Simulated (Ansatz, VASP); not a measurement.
## Two plane-wave programs on PbS

File INCAR:

```
SYSTEM = PbS
PREC = Accurate
ENCUT = 520
EDIFF = 1E-7
ISMEAR = -1
SIGMA = 0.02
LREAL = .FALSE.
LASPH = .TRUE.
NELM = 80
ALGO = Normal
ISIF = 2
LWAVE = .FALSE.
LCHARG = .FALSE.
GGA = PE
NBANDS = 17
```

KPOINTS

```
regular mesh
0
G
  6 6 6
  0 0 0
```

File POSCAR:

```
PbS
1.0
    0.0000000000      3.4366476342      3.3009774605
    3.4366476342      0.0000000000      3.3009774605
    3.4366476342      3.4366476342      0.0000000000
Pb S
1 1
Direct
    0.0000000000      0.0000000000      0.0000000000
    0.2500000000      0.2500000000      0.2500000000
```

Input for Ansatz:

```yaml
crystal:
  lattice:
    - [0.0, 3.4366476342, 3.3009774605]
    - [3.4366476342, 0.0, 3.3009774605]
    - [3.4366476342, 3.4366476342, 0.0]
  atoms:
    - { symbol: Pb, position: [0.0, 0.0, 0.0] }
    - { symbol: S, position: [0.25, 0.25, 0.25] }
kpoints:
  mp_grid: { grid: [6, 6, 6] }
  band_path:
    path:
      - [0.0, 0.0, 0.0]
      - [-0.5, -0.5, 0.0]
      - [-0.375, -0.375, 0.25]
      - [-0.375, 0.0, 0.375]
      - [0.0, 0.0, 0.5]
      - [-0.5, -0.25, 0.25]
    npoints: 1
hamiltonian:
  xc: pbe
scf:
  occupations: { method: fermi_dirac, width: 0.02 }
  n_extra_bands: 4
output:
  forces: true
  stress: true
  eigenvalues: true
  write_density: true
  write_potential: true
  elf: true
  volumetric_format: npy
```

Change from the starting cell: biaxial_xy strain +4.1%.

Alike in both runs: task single point; functional PBE; k mesh 6 × 6 × 6; occupations fermi-dirac, width 0.02 eV; no spin polarisation.

```csv
,VASP,Ansatz
version,VASP 6.6.1,Ansatz 0.2.0
potentials or method,"VASP PAW PBE potentials, release 64 (Pb_d, S)","plane waves, PAW"
plane-wave cutoff (eV),520,420
valence electrons in the cell,20,20
```

```csv
,VASP,Ansatz,Ansatz less VASP
gap on the k mesh at the Fermi level (eV),0.96,0.96,-0.003
pressure (GPa),-1.9,-1.9,+0.05
"traceless stress, the component that is largest in VASP (GPa)",0.20,0.20,-0.001
```

Spin-orbit coupling is off throughout.
